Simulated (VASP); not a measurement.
# NaF (Fm-3m) in VASP: single point with r2SCAN

Aim: the single point of NaF with r2SCAN.

Program: VASP 6.6.1. These are calculated values, not measurements. Logs are shortened: lines on timing, memory, paths and dates and some standing lists are left out, and cuts for length are marked.

## (1) The cell of the first run

The structure is cubic, space group Fm-3m (No. 225). The conventional cell has a = 4.701 Å, b = 4.701 Å, c = 4.701 Å, α = 90.00°, β = 90.00°, γ = 90.00°. Na (site symmetry m-3m) has 6 F at 2.35 Å within 3.1 Å. Within 3.1 Å of F (site symmetry m-3m) lie 6 Na at 2.35 Å.

## (2) Single point, r2SCAN

POSCAR

```
NaF
1.0
    3.3241739962      0.0000000000      0.0000000000
    0.0000000000      3.3241739962      0.0000000000
    0.0000000000      0.0000000000      4.7010919687
Na F
2 2
Direct
    0.0000000000      0.0000000000      0.0000000000
    0.5000000000      0.5000000000      0.5000000000
    0.5000000000      0.5000000000      0.0000000000
    0.0000000000      0.0000000000      0.5000000000
```

INCAR.step1

```
SYSTEM = NaF
  ALGO = Normal
  EDIFF = 1E-5
  ENCUT = 660
  GGA = PE
  GGA_COMPAT = .False.
  ISMEAR = 0
  LASPH = .True.
  LCHARG = .False.
  LREAL = .False.
  LWAVE = .True.
  NBANDS = 22
  NELM = 120
  PREC = Accurate
  SIGMA = 0.02
```

INCAR.step2

```
SYSTEM = NaF
  ALGO = Normal
  EDIFF = 1E-6
  ENCUT = 660
  GGA_COMPAT = .False.
  ISIF = 2
  ISMEAR = 0
  ISTART = 1
  LASPH = .True.
  LCHARG = .False.
  LMIXTAU = .True.
  LREAL = .False.
  LWAVE = .False.
  METAGGA = R2SCAN
  NBANDS = 22
  NELM = 120
  PREC = Accurate
  SIGMA = 0.02
```

KPOINTS

```
k-points
0
Gamma
  8 8 6
  0 0 0
```

Potentials or basis: VASP PAW PBE potentials, release 64 (Na_pv, F).

On the command line:

```sh
$ cat potpaw_PBE.64/Na_pv/POTCAR potpaw_PBE.64/F/POTCAR > POTCAR
$ cp INCAR.step1 INCAR
$ mpirun -np 1 vasp_std > vasp.out
$ cp INCAR.step2 INCAR
$ mpirun -np 1 vasp_std > vasp.out
```

OUTCAR:

```text
SYSTEM = NaF
   EDIFF = 1E-6
   ENCUT = 660
   ISIF = 2
   ISMEAR = 0
   ISTART = 1
   LASPH = .True.
   LREAL = .False.
   METAGGA = R2SCAN
   NELM = 120
   PREC = Accurate

 ion  position               nearest neighbor table
   1  0.000  0.000  0.000-
   2  0.500  0.500  0.500-
   3  0.500  0.500  0.000-
   4  0.000  0.000  0.500-

  LATTYP: Found a simple tetragonal cell.
 ALAT       =     3.3241739962
 C/A-ratio  =     1.4142135683

  Lattice vectors:

 A1 = (   3.3241739962,   0.0000000000,   0.0000000000)
 A2 = (   0.0000000000,   3.3241739962,   0.0000000000)
 A3 = (   0.0000000000,   0.0000000000,   4.7010919687)

Analysis of symmetry for initial positions (statically):
=====================================================================
 Subroutine PRICEL returns following result:

  LATTYP: Found a face centered cubic cell.
 ALAT       =     4.7010919589

  Lattice vectors:

 A1 = (  -1.6620869981,  -1.6620869981,  -2.3505459844)
 A2 = (   1.6620869981,  -1.6620869981,  -2.3505459844)
 A3 = (   0.0000000000,  -3.3241739962,   0.0000000000)

   2 primitive cells build up your supercell.

 Routine SETGRP: Setting up the symmetry group for a
 simple tetragonal supercell.

 Subroutine GETGRP returns: Found 16 space group operations
 (whereof 16 operations were pure point group operations)
 out of a pool of 16 trial point group operations.

The static configuration has the point symmetry D_4h.

Analysis of symmetry for dynamics (positions and initial velocities):
=====================================================================
 Subroutine PRICEL returns following result:

  LATTYP: Found a face centered cubic cell.
 ALAT       =     4.7010919589

  Lattice vectors:

 A1 = (  -1.6620869981,  -1.6620869981,  -2.3505459844)
 A2 = (   1.6620869981,  -1.6620869981,  -2.3505459844)
 A3 = (   0.0000000000,  -3.3241739962,   0.0000000000)

   2 primitive cells build up your supercell.

 Routine SETGRP: Setting up the symmetry group for a
 simple tetragonal supercell.

 Subroutine GETGRP returns: Found 16 space group operations
 (whereof 16 operations were pure point group operations)
 out of a pool of 16 trial point group operations.

The dynamic configuration has the point symmetry D_4h.

[... 92 lines left out ...]
   ISPIN  =      1    spin polarized calculation?
   LNONCOLLINEAR =      F non collinear calculations
   LSORBIT =      F    spin-orbit coupling
   LASPH  =      T    aspherical Exc in radial PAW
   ENCUT  =  660.0 eV  48.51 Ry    6.96 a.u.   6.96  6.96  9.85*2*pi/ulx,y,z
   NELM   =    120;   NELMIN=  2; NELMDL=  0     # of ELM steps
   EDIFF  = 0.1E-05   stopping-criterion for ELM
   LREAL  =      F    real-space projection
   EDIFFG = 0.1E-04   stopping-criterion for IOM
   NSW    =      0    number of steps for IOM
   IBRION =     -1    ionic relax: 0-MD 1-quasi-New 2-CG
   NFREE  =      0    steps in history (QN), initial steepest desc. (CG)
   ISIF   =      2    stress and relaxation
   ISYM   =      2    0-nonsym 1-usesym 2-fastsym
   POTIM  = 0.5000    time-step for ionic-motion
   TEBEG  =    0.0;   TEEND  =   0.0 temperature during run
   PSTRESS=    0.0 pullay stress
   NELECT =      28.0000    total number of electrons
   NUPDOWN=      -1.0000    fix difference up-down
   EMIN   =  10.00;   EMAX   =-10.00  energy-range for DOS
   EFERMI =   0.00;   METHOD = LEGACY
   ISMEAR =     0;   SIGMA  =   0.02  broadening in eV -4-tet -1-fermi 0-gaus
   EFERMI_NEDOS =   21; number of points for ismear=-14 and -15
   IALGO  =     38    algorithm
   IMIX   =      4    mixing-type and parameters
     AMIX     =   0.40;   BMIX     =  1.00
     AMIX_MAG =   1.60;   BMIX_MAG =  1.00
  volume/ion in A,a.u.               =      12.99        87.64
  Fermi-wavevector in a.u.,A,eV,Ry     =   1.332310  2.517702 24.151036  1.775051
  Thomas-Fermi vector in A             =   2.461255
   LORBIT       =      0    0 simple, 1 ext, 2 COOP (PROOUT), +10 PAW based schemes
   METAGGA = R2SCAN    functional components
   LHFCALC =     F    Hartree Fock is set to
   AEXX    =    0.0000 exact exchange contribution
   IVDW    =     0    specifies the selected vdW correction
   LEPSILON=     F    determine dielectric tensor
   LRPA    =     F    only Hartree local field effects (RPA)
 non-spin polarized calculation
 Gauss-broadening in eV      SIGMA  =   0.02
  energy-cutoff  :      660.00
  volume of cell :       51.95
 maximum number of plane-waves:      2024
 NGX is ok and might be reduce to    28
   NGX = 13   NGY = 13   NGZ = 19

 number of electron      28.0000014 magnetization

 Free energy of the ion-electron system (eV)
  ---------------------------------------------------
  ext. energy  EPLUGINS =         0.00000000
  ---------------------------------------------------
  free energy    TOTEN  =       -25.17130785 eV

  energy without entropy =      -25.17130785  energy(sigma->0) =      -25.17130785

 E-fermi :  -2.8096     XC(G=0):  -9.5441

 val. band max:       -2.9022681884   @ k =   0.0000   0.0000   0.0000
 cond. band min:       4.0356393144   @ k =   0.0000   0.0000   0.0000
 fundamental gap:      6.9379075028
 Fermi energy:        -2.8095674548

 k-point     1 :       0.0000    0.0000    0.0000
  band No.  band energies     occupation
      1     -23.1304      2.00000
      2     -22.9210      2.00000
      3     -22.6462      2.00000
      4     -22.5768      2.00000
      5     -22.5768      2.00000
      6     -22.5337      2.00000
[... 589 lines left out ...]
     21      17.1556      0.00000
     22      17.1556      0.00000

 [... further k-points ...]

------------------------ aborting loop because EDIFF is reached ----------------------------------------

  FORCE on cell =-STRESS in cart. coord.  units (eV):
  Direction    XX          YY          ZZ          XY          YZ          ZX
  --------------------------------------------------------------------------------------
  -------------------------------------------------------------------------------------
  Total       -1.2578384     -1.2578384     -1.2518892      0.0000000      0.0000000     -0.0000000
  in kB      -38.7944137    -38.7944137    -38.6109279      0.0000000      0.0000000     -0.0000000
  external PRESSURE =     -38.7332518 kB  Pullay stress =       0.0000000 kB

 VOLUME and BASIS-vectors are now :
 -----------------------------------------------------------------------------
  energy-cutoff  :      660.00
  volume of cell :       51.95
      direct lattice vectors                 reciprocal lattice vectors
     3.324173996  0.000000000  0.000000000     0.300826612  0.000000000  0.000000000
     0.000000000  3.324173996  0.000000000     0.000000000  0.300826612  0.000000000
     0.000000000  0.000000000  4.701091969     0.000000000  0.000000000  0.212716536

 POSITION                                       TOTAL-FORCE (eV/Angst)
 -----------------------------------------------------------------------------------
      0.00000      0.00000      0.00000         0.000000      0.000000      0.000000
      1.66209      1.66209      2.35055        -0.000000      0.000000     -0.000000
      1.66209      1.66209      0.00000        -0.000000     -0.000000     -0.000000
      0.00000      0.00000      2.35055         0.000000      0.000000      0.000000
 -----------------------------------------------------------------------------------
    total drift:                                0.000000      0.000000      0.000000

  FREE ENERGIE OF THE ION-ELECTRON SYSTEM (eV)
  ---------------------------------------------------
  free  energy   TOTEN  =       -25.1713078511 eV

  energy  without entropy=      -25.1713078511  energy(sigma->0) =      -25.17130785
```

Run time: 6.8 min. Hardware: 1 thread of Intel Xeon 8259CL, shared host; peak memory 0.22 GiB.

Results:

```yaml
Free_energy: -25.1713 eV
Pressure: -3.9 GPa
Band_gap_on_the_k_mesh: 6.94 eV
```

Levels at points of the mesh, in eV from the valence-band top:
```
           k point  band 10  band 11  band 12  band 13  band 14  band 15  band 16  band 17  band 18  band 19
(0.00, 0.00, 0.00)    -0.38    -0.38     0.00     0.00     0.00     6.94    13.69    13.76    14.42    19.47
(0.50, 0.00, 0.00)    -1.09    -0.53    -0.53    -0.24    -0.24    10.95    10.95    14.40    14.40    17.89
(0.50, 0.50, 0.00)    -1.20    -0.38    -0.38    -0.38    -0.38    13.69    13.69    13.76    13.76    14.41
(0.00, 0.00, 0.50)    -0.83    -0.20    -0.20    -0.20    -0.20     9.32     9.32    15.45    15.45    19.90
(0.50, 0.00, 0.50)    -1.46    -0.24    -0.24    -0.24    -0.24    11.35    11.35    13.04    13.04    20.94
(0.50, 0.50, 0.50)    -0.82    -0.82    -0.82    -0.53    -0.53    13.73    13.73    13.73    13.73    16.07
```

Caveat: the cell stands under tension; the PAW data sets were made with another functional, which shifts forces and pressure a little. A k mesh can miss the band edges.
